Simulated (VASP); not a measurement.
# Sr4TmSi (R-3m) in VASP: vibrations by perturbation theory with PBE

Aim: the vibrations by perturbation theory of Sr4TmSi with PBE.

Everything below comes from runs of VASP 6.6.1. Logs are shortened: lines on timing, memory, paths and dates and some standing lists are left out, and cuts for length are marked.

### 1 The cell of the first run

It takes space group R-3m (No. 166, trigonal). Conventional cell: a = 5.777 Å, b = 5.777 Å, c = 26.078 Å, α = 90.00°, β = 90.00°, γ = 120.00°. Within 4.8 Å of Sr (site symmetry 3m) lie 3 Si at 3.48 Å and 7 Sr at 3.89 to 4.61 Å and 3 Tm at 4.72 Å. Sr (site symmetry 3m) has 1 Si at 3.08 Å and 3 Tm at 3.57 Å and 6 Sr at 3.93 to 4.19 Å within 4.2 Å. Within 4.8 Å of Tm (site symmetry -3m) lie 12 Sr at 3.57 to 4.72 Å. Si (site symmetry -3m) has 8 Sr at 3.08 to 3.48 Å within 4.1 Å.

### 2 Vibrations by perturbation theory, PBE

The input, INCAR:

```
PREC     = Accurate       # precision mode
ENCUT    = 500            # plane-wave cutoff, eV
EDIFF    = 1E-8           # SCF threshold, eV
ISMEAR   = 0              # smearing method
SIGMA    = 0.1            # smearing width, eV
LREAL    = False          # projectors in reciprocal space
LASPH    = True           # aspherical terms in the spheres
NELM     = 200            # most SCF steps
ALGO     = Normal         # electronic algorithm
ISIF     = 2              # what is computed and relaxed
LWAVE    = False          # write WAVECAR
LCHARG   = False          # write CHGCAR
GGA      = PE             # functional
NBANDS   = 36             # bands
IBRION   = 8              # ionic algorithm
NSW      = 1              # ionic steps
GGA_COMPAT= False        
LMAXMIX  = 6              # l up to which the mixer works
KPAR     = 4
```

The input, KPOINTS:

```
regular mesh
0
Gamma
  6 6 6
```

The input, POSCAR:

```
Sr4TmSi
1.0
    2.8884797076      1.6676645367      8.6925303266
   -2.8884797076      1.6676645367      8.6925303266
    0.0000000000     -3.3353290735      8.6925303266
Sr Tm Si
4 1 1
Direct
    0.7050966703      0.7050966703      0.7050966703
    0.2949033297      0.2949033297      0.2949033297
    0.8818882855      0.8818882855      0.8818882855
    0.1181117145      0.1181117145      0.1181117145
    0.5000000000      0.5000000000      0.5000000000
    0.0000000000      0.0000000000      0.0000000000
```

Potentials or basis: VASP PAW PBE potentials, release 64 (Sr_sv, Tm_3, Si), 4f in core.

Command:

```bash
$ cat potpaw_PBE.64/Sr_sv/POTCAR potpaw_PBE.64/Tm_3/POTCAR potpaw_PBE.64/Si/POTCAR > POTCAR
$ mpirun -np 4 vasp_std > vasp.out
```

OUTCAR:

```text
PREC = Accurate
   ENCUT = 500
   EDIFF = 1E-8
   ISMEAR = 0
   LREAL = False
   LASPH = True
   NELM = 200
   ISIF = 2
   GGA = PE
   IBRION = 8
   NSW = 1

 ion  position               nearest neighbor table
   1  0.705  0.705  0.705-   6 3.48   6 3.48   6 3.48   2 3.89   2 3.89   2 3.89   4 3.93   4 3.93
                             4 3.93   3 4.61
   2  0.295  0.295  0.295-   6 3.48   6 3.48   6 3.48   1 3.89   1 3.89   1 3.89   3 3.93   3 3.93
                             3 3.93   4 4.61
   3  0.882  0.882  0.882-   6 3.08   5 3.57   5 3.57   5 3.57   2 3.93   2 3.93   2 3.93   4 4.19
                             4 4.19   4 4.19   1 4.61
   4  0.118  0.118  0.118-   6 3.08   5 3.57   5 3.57   5 3.57   1 3.93   1 3.93   1 3.93   3 4.19
                             3 4.19   3 4.19   2 4.61
   5  0.500  0.500  0.500-   4 3.57   3 3.57   4 3.57   4 3.57   3 3.57   3 3.57
   6  0.000  0.000  0.000-   3 3.08   4 3.08   1 3.48   1 3.48   2 3.48   2 3.48   1 3.48   2 3.48

  LATTYP: Found a trigonal (rhomboedric) cell.
 ALAT       =     9.3104513052
 COS(alpha) =     0.8075015791

  Lattice vectors:

 A1 = (   2.8884797076,   1.6676645367,   8.6925303266)
 A2 = (  -2.8884797076,   1.6676645367,   8.6925303266)
 A3 = (   0.0000000000,  -3.3353290735,   8.6925303266)
[... 1195 lines left out ...]
  x     0.00000     0.00000     0.00000     0.00000     0.00000     0.00000
  y     0.00000     0.00000     0.00000     0.00000     0.00000     0.00000
  z     0.00000     0.00000     0.00000     0.00000     0.00000     0.00000

 SECOND DERIVATIVES (NOT SYMMETRIZED)
 ------------------------------------
               1X          1Y          1Z          2X          2Y          2Z          3X          3Y          3Z          4X          4Y          4Z          5X          5Y          5Z          6X          6Y          6Z
  1X    -2.060896    0.000000    0.000000    0.793005    0.000000   -0.000000    0.091248   -0.000000    0.000000    0.795320    0.000000    0.000000   -0.073304    0.000000   -0.000000    0.454627    0.000000    0.000000
  1Y     0.000000   -2.060896    0.000000    0.000000    0.793005   -0.000000    0.000000    0.091248   -0.000000    0.000000    0.795320   -0.000000   -0.000000   -0.073304    0.000000    0.000000    0.454627   -0.000000
  1Z     0.000000    0.000000   -1.398574    0.000000   -0.000000    0.622648    0.000000   -0.000000    0.040965    0.000000   -0.000000    0.504301    0.000000    0.000000   -0.215170    0.000000   -0.000000    0.445830
  2X     0.793005    0.000000   -0.000000   -2.060896    0.000000    0.000000    0.795320    0.000000    0.000000    0.091248   -0.000000    0.000000   -0.073304    0.000000   -0.000000    0.454627    0.000000    0.000000
  2Y     0.000000    0.793005   -0.000000    0.000000   -2.060896    0.000000    0.000000    0.795320   -0.000000    0.000000    0.091248   -0.000000   -0.000000   -0.073304    0.000000    0.000000    0.454627   -0.000000
  2Z     0.000000   -0.000000    0.622648    0.000000    0.000000   -1.398574    0.000000   -0.000000    0.504301    0.000000   -0.000000    0.040965    0.000000    0.000000   -0.215170    0.000000   -0.000000    0.445830
  3X     0.092207   -0.000000    0.000000    0.792008    0.000000    0.000000   -3.070242    0.000000    0.000000    0.278335    0.000000    0.000000    1.873201   -0.000000    0.000000    0.034492    0.000000    0.000000
  3Y     0.000000    0.092207   -0.000000   -0.000000    0.792008   -0.000000    0.000000   -3.070242    0.000000    0.000000    0.278335   -0.000000    0.000000    1.873201   -0.000000    0.000000    0.034492   -0.000000
  3Z     0.000000   -0.000000    0.044816    0.000000   -0.000000    0.497773    0.000000    0.000000   -3.611819    0.000000   -0.000000    0.603035    0.000000   -0.000000    0.286426    0.000000   -0.000000    2.179770
  4X     0.792008    0.000000    0.000000    0.092207   -0.000000    0.000000    0.278335    0.000000    0.000000   -3.070242    0.000000    0.000000    1.873201   -0.000000    0.000000    0.034492    0.000000    0.000000
  4Y    -0.000000    0.792008   -0.000000    0.000000    0.092207   -0.000000    0.000000    0.278335   -0.000000    0.000000   -3.070242    0.000000    0.000000    1.873201   -0.000000    0.000000    0.034492   -0.000000
  4Z     0.000000   -0.000000    0.497773    0.000000   -0.000000    0.044816    0.000000   -0.000000    0.603035    0.000000    0.000000   -3.611819    0.000000   -0.000000    0.286426    0.000000   -0.000000    2.179770
  5X    -0.075261    0.000000    0.000000   -0.075261    0.000000    0.000000    1.868532    0.000000    0.000000    1.868532    0.000000    0.000000   -3.401807    0.000000   -0.000000   -0.184737    0.000000    0.000000
  5Y     0.000000   -0.075261    0.000000    0.000000   -0.075261    0.000000    0.000000    1.868532   -0.000000    0.000000    1.868532   -0.000000    0.000000   -3.401807    0.000000   -0.000000   -0.184737    0.000000
  5Z     0.000000    0.000000   -0.225342    0.000000    0.000000   -0.225342    0.000000   -0.000000    0.285070    0.000000   -0.000000    0.285070    0.000000    0.000000   -0.011370    0.000000    0.000000   -0.108087
  6X     0.451495    0.000000    0.000000    0.451495    0.000000    0.000000    0.032463    0.000000    0.000000    0.032463    0.000000    0.000000   -0.183974    0.000000    0.000000   -0.783941    0.000000    0.000000
  6Y     0.000000    0.451495   -0.000000    0.000000    0.451495   -0.000000    0.000000    0.032463   -0.000000    0.000000    0.032463   -0.000000    0.000000   -0.183974    0.000000    0.000000   -0.783941    0.000000
  6Z     0.000000   -0.000000    0.431358    0.000000   -0.000000    0.431358    0.000000   -0.000000    2.175346    0.000000   -0.000000    2.175346    0.000000    0.000000   -0.107951    0.000000    0.000000   -5.105458

 Eigenvectors and eigenvalues of the dynamical matrix
 ----------------------------------------------------

   1 f  =    7.077326 THz    44.468149 2PiTHz  236.074176 cm-1    29.269454 meV
             X         Y         Z           dx          dy          dz
      0.000000 -0.000000 18.387223    -0.000000    0.000000   -0.034614
      0.000000 -0.000000  7.690368    -0.000000    0.000000   -0.034614
      0.000000 -0.000000 22.997522    -0.000000    0.000000   -0.240516
      0.000000 -0.000000  3.080069    -0.000000    0.000000   -0.240516
      0.000000 -0.000000 13.038795     0.000000   -0.000000    0.012090
      0.000000  0.000000  0.000000     0.000000   -0.000000    0.939022
[... 145 lines left out ...]
  18 f/i=    0.451241 THz     2.835230 2PiTHz   15.051776 cm-1     1.866182 meV
             X         Y         Z           dx          dy          dz
      0.000000 -0.000000 18.387223    -0.000000    0.000000   -0.338427
      0.000000 -0.000000  7.690368    -0.000000    0.000000   -0.338427
      0.000000 -0.000000 22.997522    -0.000000   -0.000000   -0.132221
      0.000000 -0.000000  3.080069    -0.000000   -0.000000   -0.132221
      0.000000 -0.000000 13.038795    -0.000000   -0.000000    0.851602
      0.000000  0.000000  0.000000    -0.000000    0.000000   -0.103647

--------------------------------------------------------------------------------------------------------

 ELASTIC MODULI CONTR FROM IONIC RELAXATION (kBar)
 Direction    XX          YY          ZZ          XY          YZ          ZX
 --------------------------------------------------------------------------------
 XX         -14.8883     -0.6623     26.8580      0.0000      7.0765     -0.0000
 YY          -0.6623    -14.8883     26.8580     -0.0000     -7.0765      0.0000
 ZZ          26.8580     26.8580   -101.3688     -0.0000      0.0000      0.0000
 XY           0.0000     -0.0000     -0.0000     -7.1130     -0.0000      7.0401
 YZ           7.0765     -7.0765      0.0000     -0.0000     -7.0715      0.0000
 ZX          -0.0000      0.0000      0.0000      7.0401      0.0000     -7.0239
 --------------------------------------------------------------------------------
```

OSZICAR:

```text
N       E                     dE             d eps       ncg     rms          rms(c)
DAV:   1     0.416354705153E+03    0.41635E+03   -0.22038E+04  2304   0.122E+03
DAV:   2     0.302525078226E+02   -0.38610E+03   -0.37665E+03  2560   0.357E+02
DAV:   3    -0.127232088940E+02   -0.42976E+02   -0.41965E+02  3712   0.913E+01
DAV:   4    -0.164871824550E+02   -0.37640E+01   -0.37126E+01  3580   0.242E+01
[... 232 lines left out ...]
RMM:  38    -0.235683371089E-01    0.17597E-08   -0.38369E-07  5225   0.137E-04    0.106E-05
RMM:  39    -0.235683371030E-01    0.58804E-11   -0.37004E-07  5194   0.136E-04    0.125E-05
RMM:  40    -0.235683364635E-01    0.63953E-09   -0.35808E-07  5197   0.137E-04    0.108E-05
RMM:  41    -0.235683363180E-01    0.14553E-09   -0.35592E-07  5185   0.136E-04    0.120E-05
 Linear response finished
```

stdout:

```text
POSCAR found type information on POSCAR SrTmSi
 POSCAR found :  3 types and       6 ions
 scaLAPACK will be used
 LDA part: xc-table for (Slater+PW92), standard interpolation
 POSCAR, INCAR and KPOINTS ok, starting setup
 FFT: planning ... GRIDC
 FFT: planning ... GRID_SOFT
 FFT: planning ... GRID
 WAVECAR not read
 entering main loop
 Linear response reoptimize wavefunctions to high precision
 Linear response DOF=           8
 Linear response progress:
 first order change of Fermi-energy   0.31592E-04
 force on displaced ion       1 direction 1 :  -2.061   0.001  -0.001
 Linear response progress:
 first order change of Fermi-energy  -0.56203E-01
 force on displaced ion       1 direction 3 :   0.000   0.000  -1.399
 Linear response progress:
 first order change of Fermi-energy   0.14682E-04
 force on displaced ion       3 direction 1 :  -3.072  -0.002   0.000
 Linear response progress:
 first order change of Fermi-energy   0.98215E-01
 force on displaced ion       3 direction 3 :   0.000   0.000  -3.612
 Linear response progress:
 first order change of Fermi-energy  -0.12897E-03
 force on displaced ion       5 direction 1 :  -3.402   0.000   0.000
 Linear response progress:
 first order change of Fermi-energy   0.26158E-03
 force on displaced ion       5 direction 3 :   0.000   0.000  -0.011
 Linear response progress:
 first order change of Fermi-energy   0.41812E-03
 force on displaced ion       6 direction 1 :  -0.784  -0.000  -0.000
 Linear response progress:
 first order change of Fermi-energy   0.55996E-03
 force on displaced ion       6 direction 3 :   0.000   0.000  -5.105
 Linear response finished
```

It took 1.9 h on 4 MPI ranks of Intel Xeon 6975P-C (Granite Rapids), shared host; peak memory 2.5 GiB.

What came out:

- Highest phonon frequency at Γ: 236 cm⁻¹

Phonon frequencies in cm⁻¹ (negative: imaginary):
```tsv
q point	frequencies
(0.000, 0.000, 0.000)	-15 0 0 1 46 46 75 77 86 86 99 99 109 109 116 117 117 236
```

Caveat: some modes are imaginary; spin-orbit coupling is left out, which moves the levels of the heavy elements; the 4f electrons are frozen in the core, so they carry no moment and show no levels.
